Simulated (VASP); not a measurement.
# Ti (I4/mmm) in VASP: single point with r2SCAN

Aim: the single point of Ti with r2SCAN.

All numbers are computed with VASP 6.6.1; they aren't measurements. Logs are shortened: lines on timing, memory, paths and dates and some standing lists are left out, and cuts for length are marked.

## Step 1: The cell of the first run

The structure is tetragonal, space group I4/mmm (No. 139). Conventional cell: a = 3.118 Å, b = 3.118 Å, c = 3.364 Å, α = 90.00°, β = 90.00°, γ = 90.00°. Within 3.7 Å of Ti (site symmetry 4/mmm) lie 14 Ti at 2.77 to 3.36 Å.

## Step 2: Single point, r2SCAN (strain -0.050 along x and y, +0.025 along z)

POSCAR reads:

```
Ti
1.0
   -1.5589500000      1.5589500000      1.6820250000
    1.5589500000     -1.5589500000      1.6820250000
    1.5589500000      1.5589500000     -1.6820250000
Ti
1
Direct
    0.0000000000      0.0000000000      0.0000000000
```

INCAR.step1 reads:

```
ALGO = Normal
EDIFF = 1E-4
ENCUT = 520
GGA = PE
ISMEAR = 0
LASPH = True
LCHARG = False
LREAL = False
LWAVE = True
NBANDS = 12
NELM = 80
PREC = Accurate
SIGMA = 0.15
```

INCAR.step2 reads:

```
ALGO = Normal
EDIFF = 1E-6
ENCUT = 520
ISIF = 2
ISMEAR = 0
ISTART = 1
LASPH = True
LCHARG = False
LMIXTAU = True
LREAL = False
LWAVE = False
METAGGA = R2SCAN
NBANDS = 12
NELM = 80
PREC = Accurate
SIGMA = 0.15
```

KPOINTS reads:

```
k-points
0
Gamma
  20 20 20
```

Potentials or basis: VASP PAW PBE potentials, release 64 (Ti_sv).

Launch:

```console
> cat potpaw_PBE.64/Ti_sv/POTCAR > POTCAR
> cp INCAR.step1 INCAR
> mpirun -np 1 vasp_std > vasp.out
> cp INCAR.step2 INCAR
> mpirun -np 1 vasp_std > vasp.out
```

OUTCAR:

```text
EDIFF = 1E-6
   ENCUT = 520
   ISIF = 2
   ISMEAR = 0
   ISTART = 1
   LASPH = True
   LREAL = False
   METAGGA = R2SCAN
   NELM = 80
   PREC = Accurate

 ion  position               nearest neighbor table
   1  0.000  0.000  0.000-

  LATTYP: Found a body centered tetragonal cell.
 ALAT       =     3.1179000000
 C/A-ratio  =     1.0789473684

  Lattice vectors:

 A1 = (  -1.5589500000,   1.5589500000,   1.6820250000)
 A2 = (   1.5589500000,  -1.5589500000,   1.6820250000)
 A3 = (   1.5589500000,   1.5589500000,  -1.6820250000)

Analysis of symmetry for initial positions (statically):
=====================================================================
 Subroutine PRICEL returns:
 Original cell was already a primitive cell.

 Routine SETGRP: Setting up the symmetry group for a
 body centered tetragonal supercell.

 Subroutine GETGRP returns: Found 16 space group operations
 (whereof 16 operations were pure point group operations)
 out of a pool of 16 trial point group operations.

The static configuration has the point symmetry D_4h.

Analysis of symmetry for dynamics (positions and initial velocities):
=====================================================================
 Subroutine PRICEL returns:
 Original cell was already a primitive cell.

 Routine SETGRP: Setting up the symmetry group for a
 body centered tetragonal supercell.

 Subroutine GETGRP returns: Found 16 space group operations
 (whereof 16 operations were pure point group operations)
 out of a pool of 16 trial point group operations.

The dynamic configuration has the point symmetry D_4h.

 Subroutine INISYM returns: Found 16 space group operations
 (whereof 16 operations are pure point group operations),
 and found     1 'primitive' translations

----------------------------------------------------------------------------------------

                                     Primitive cell

  volume of cell :      16.3515

  direct lattice vectors                    reciprocal lattice vectors
    -1.558950000  1.558950000  1.682025000     0.000000000  0.320728696  0.297260742
     1.558950000 -1.558950000  1.682025000     0.320728696  0.000000000  0.297260742
     1.558950000  1.558950000 -1.682025000     0.320728696  0.320728696  0.000000000

  length of vectors
     2.773059377  2.773059377  2.773059377     0.437299491  0.437299491  0.453578871

  position of ions in fractional coordinates (direct lattice)
     0.000000000  0.000000000  0.000000000

  ion indices of the primitive-cell ions
   primitive index   ion index
                 1           1

----------------------------------------------------------------------------------------

 KPOINTS: k-points

Automatic generation of k-mesh.
 Grid dimensions read from file:
 generate k-points for:   20   20   20

 Generating k-lattice:

  Cartesian coordinates                     Fractional coordinates (reciprocal lattice)
     0.000000000  0.016036435  0.014863037     0.050000000  0.000000000  0.000000000
     0.016036435  0.000000000  0.014863037     0.000000000  0.050000000  0.000000000
     0.016036435  0.016036435  0.000000000     0.000000000  0.000000000  0.050000000

  Length of vectors
     0.021864975  0.021864975  0.022678944

  Shift w.r.t. Gamma in fractional coordinates (k-lattice)
     0.000000000  0.000000000  0.000000000

 Subroutine IBZKPT returns following result:
 ===========================================

 Found    641 irreducible k-points:

 Following reciprocal coordinates:
            Coordinates               Weight
  0.000000  0.000000  0.000000      1.000000
  0.050000  0.000000 -0.000000      8.000000
  0.100000  0.000000 -0.000000      8.000000
  0.150000  0.000000 -0.000000      8.000000
  0.200000  0.000000 -0.000000      8.000000
  0.250000  0.000000 -0.000000      8.000000
[... 16 lines left out ...]
 -0.400000  0.050000  0.000000     16.000000
 -0.350000  0.050000  0.000000     16.000000
 [... further k-points ...]
   k-points           NKPTS =    641   k-points in BZ     NKDIM =    641   number of bands    NBANDS=     12
   number of dos      NEDOS =    301   number of ions     NIONS =      1
   total plane-waves  NPLWV =  13824
   dimension x,y,z NGX =    24 NGY =   24 NGZ =   24
   dimension x,y,z NGXF=    48 NGYF=   48 NGZF=   48
   ions per type =               1
   NGX,Y,Z   is equivalent  to a cutoff of  14.39, 14.39, 14.39 a.u.
   NGXF,Y,Z  is equivalent  to a cutoff of  28.78, 28.78, 28.78 a.u.
 SYSTEM =  unknown system
   PREC   = accura    normal or accurate (medium, high low for compatibility)
   ISTART =      1    job   : 0-new  1-cont  2-samecut
   ICHARG =      0    charge: 1-file 2-atom 10-const
   ISPIN  =      1    spin polarized calculation?
   LNONCOLLINEAR =      F non collinear calculations
   LSORBIT =      F    spin-orbit coupling
   LASPH  =      T    aspherical Exc in radial PAW
   ENCUT  =  520.0 eV  38.22 Ry    6.18 a.u.   5.16  5.16  5.16*2*pi/ulx,y,z
   NELM   =     80;   NELMIN=  2; NELMDL=  0     # of ELM steps
   EDIFF  = 0.1E-05   stopping-criterion for ELM
   LREAL  =      F    real-space projection
   EDIFFG = 0.1E-04   stopping-criterion for IOM
   NSW    =      0    number of steps for IOM
   IBRION =     -1    ionic relax: 0-MD 1-quasi-New 2-CG
   NFREE  =      0    steps in history (QN), initial steepest desc. (CG)
   ISIF   =      2    stress and relaxation
   ISYM   =      2    0-nonsym 1-usesym 2-fastsym
   POTIM  = 0.5000    time-step for ionic-motion
   TEBEG  =    0.0;   TEEND  =   0.0 temperature during run
   PSTRESS=    0.0 pullay stress
   NELECT =      12.0000    total number of electrons
   NUPDOWN=      -1.0000    fix difference up-down
   EMIN   =  10.00;   EMAX   =-10.00  energy-range for DOS
   EFERMI =   0.00;   METHOD = LEGACY
   ISMEAR =     0;   SIGMA  =   0.15  broadening in eV -4-tet -1-fermi 0-gaus
   EFERMI_NEDOS =   21; number of points for ismear=-14 and -15
   IALGO  =     38    algorithm
   IMIX   =      4    mixing-type and parameters
     AMIX     =   0.40;   BMIX     =  1.00
     AMIX_MAG =   1.60;   BMIX_MAG =  1.00
  volume/ion in A,a.u.               =      16.35       110.35
  Fermi-wavevector in a.u.,A,eV,Ry     =   1.476668  2.790499 29.668177  2.180550
  Thomas-Fermi vector in A             =   2.591167
   LORBIT       =      0    0 simple, 1 ext, 2 COOP (PROOUT), +10 PAW based schemes
   METAGGA = R2SCAN    functional components
   LHFCALC =     F    Hartree Fock is set to
   AEXX    =    0.0000 exact exchange contribution
   IVDW    =     0    specifies the selected vdW correction
   LEPSILON=     F    determine dielectric tensor
   LRPA    =     F    only Hartree local field effects (RPA)
 non-spin polarized calculation
 Gauss-broadening in eV      SIGMA  =   0.15
  energy-cutoff  :      520.00
  volume of cell :       16.35
 maximum number of plane-waves:       450
 NGX is ok and might be reduce to    24
   NGX = 11   NGY = 11   NGZ = 11

 number of electron      11.9999997 magnetization

 Free energy of the ion-electron system (eV)
  ---------------------------------------------------
  ext. energy  EPLUGINS =         0.00000000
  ---------------------------------------------------
  free energy    TOTEN  =       -12.81265637 eV

  energy without entropy =      -12.78914639  energy(sigma->0) =      -12.80090138

 E-fermi :   8.7902     XC(G=0): -12.7135

 val. band max:        8.7887407051   @ k =  -0.2500  -0.4500   0.0500
 cond. band min:       8.7904215329   @ k =  -0.3000  -0.4500   0.1000
 fundamental gap:      0.0016808278
 Fermi energy:         8.7901603151

 k-point     1 :       0.0000    0.0000    0.0000
  band No.  band energies     occupation
      1     -50.0180      2.00000
      2     -24.7452      2.00000
      3     -24.7452      2.00000
      4     -24.7419      2.00000
      5       2.3127      2.00000
      6       9.7968      0.00000
      7       9.7968      0.00000
      8      10.4065      0.00000
      9      11.4823      0.00000
     10      12.1844      0.00000
     11      26.3916      0.00000
     12      27.8393      0.00000

 k-point     2 :       0.0500    0.0000   -0.0000
  band No.  band energies     occupation
      1     -50.0139      2.00000
      2     -24.7656      2.00000
      3     -24.7511      2.00000
      4     -24.7434      2.00000
      5       2.4049      2.00000
      6       9.7860      0.00000
      7       9.8128      0.00000
      8      10.4150      0.00000
      9      11.4477      0.00000
     10      12.1626      0.00000
     11      26.3986      0.00000
     12      27.7084      0.00000

 k-point     3 :       0.1000    0.0000   -0.0000
  band No.  band energies     occupation
      1     -50.0019      2.00000
      2     -24.8283      2.00000
      3     -24.7681      2.00000
      4     -24.7436      2.00000
      5       2.6760      2.00000
      6       9.7385      0.00000
      7       9.8086      0.00000
      8      10.4960      0.00000
      9      11.3631      0.00000
     10      12.1133      0.00000
     11      26.3218      0.00000
     12      27.3306      0.00000
[... 286 lines left out ...]
 k-point    23 :      -0.4000    0.0500    0.0000
  band No.  band energies     occupation
      1     -49.8699      2.00000
      2     -25.4729      2.00000
      3     -24.9514      2.00000
      4     -24.7554      2.00000
      5       5.7779      2.00000
      6       8.8187      0.78804
      7       9.0817      0.00598
      8      11.4500      0.00000
      9      12.3173      0.00000
     10      12.9621      0.00000
     11      20.0941      0.00000
     12      24.0216      0.00000

 k-point    24 :      -0.3500    0.0500    0.0000
  band No.  band energies     occupation
      1     -49.8914      2.00000
      2     -25.3721      2.00000
      3     -24.9204      2.00000
      4     -24.7556      2.00000
      5       5.3382      2.00000
      6       8.9552      0.11981
      7       8.9865      0.06412
      8      11.3877      0.00000
      9      12.2268      0.00000
     10      12.4552      0.00000
     11      21.3735      0.00000
     12      24.6102      0.00000

 [... further k-points ...]

------------------------ aborting loop because EDIFF is reached ----------------------------------------

  FORCE on cell =-STRESS in cart. coord.  units (eV):
  Direction    XX          YY          ZZ          XY          YZ          ZX
  --------------------------------------------------------------------------------------
  -------------------------------------------------------------------------------------
  Total        0.6187090      0.6187090      0.8378297      0.0000000     -0.0000000      0.0000000
  in kB       60.6233895     60.6233895     82.0936464      0.0000000     -0.0000000      0.0000000
  external PRESSURE =      67.7801418 kB  Pullay stress =       0.0000000 kB

 VOLUME and BASIS-vectors are now :
 -----------------------------------------------------------------------------
  energy-cutoff  :      520.00
  volume of cell :       16.35
      direct lattice vectors                 reciprocal lattice vectors
    -1.558950000  1.558950000  1.682025000     0.000000000  0.320728696  0.297260742
     1.558950000 -1.558950000  1.682025000     0.320728696  0.000000000  0.297260742
     1.558950000  1.558950000 -1.682025000     0.320728696  0.320728696  0.000000000

 POSITION                                       TOTAL-FORCE (eV/Angst)
 -----------------------------------------------------------------------------------
      0.00000      0.00000      0.00000         0.000000      0.000000      0.000000
 -----------------------------------------------------------------------------------
    total drift:                                0.000000      0.000000     -0.000000

  FREE ENERGIE OF THE ION-ELECTRON SYSTEM (eV)
  ---------------------------------------------------
  free  energy   TOTEN  =       -12.8126563671 eV

  energy  without entropy=      -12.7891463914  energy(sigma->0) =      -12.80090138
```

Wall time 5.3 min (1 thread of Intel Xeon 6975P-C (Granite Rapids), shared host); peak memory 0.24 GiB.

What came out:

```
Free energy            : -12.8127 eV
Pressure               : 6.8 GPa
Band gap on the k mesh : zero (bands 6 and 7 overlap by 1.81 eV)
```

Caveat: the cell differs from its parent crystal (strain -0.050 along x and y, +0.025 along z); the cell stands under pressure; the PAW data sets were made with another functional, which shifts forces and pressure a little.
